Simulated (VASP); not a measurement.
A run of VASP 6.6.1 is set up as follows.

The input INCAR:

```
SYSTEM = AlAs
ALGO = Normal
EDIFF = 1E-6
ENCUT = 500
GGA = PS
GGA_COMPAT = .FALSE.
ISIF = 2
ISMEAR = 0
LASPH = .TRUE.
LCHARG = .FALSE.
LREAL = .FALSE.
LWAVE = .FALSE.
NBANDS = 11
NELM = 120
PREC = Accurate
SIGMA = 0.02
```

KPOINTS

```
k-points
0
G
  8 8 8
  0 0 0
```

File POSCAR:

```
AlAs
1.0
    0.0000000000      2.8373087723      2.8373087723
    2.8373087723      0.0000000000      2.8373087723
    2.8373087723      2.8373087723      0.0000000000
Al As
1 1
Direct
    0.0000000000      0.0000000000      0.0000000000
    0.2500000000      0.2500000000      0.2500000000
```

Potentials or basis: VASP PAW PBE potentials, release 64 (Al, As).

Launch:

```bash
$ cat potpaw_PBE.64/Al/POTCAR potpaw_PBE.64/As/POTCAR > POTCAR
$ mpirun -np 1 vasp_std > vasp.out
```

**Question.** Estimate the pressure.

**Answer.** 0.3 GPa.

**Question.** Estimate the band gap on the k mesh.

**Answer.** 1.33 eV, indirect (least direct gap 1.92 eV).

Caveat: the PAW data sets were made with another functional, which shifts forces and pressure a little. A k mesh can miss the band edges.
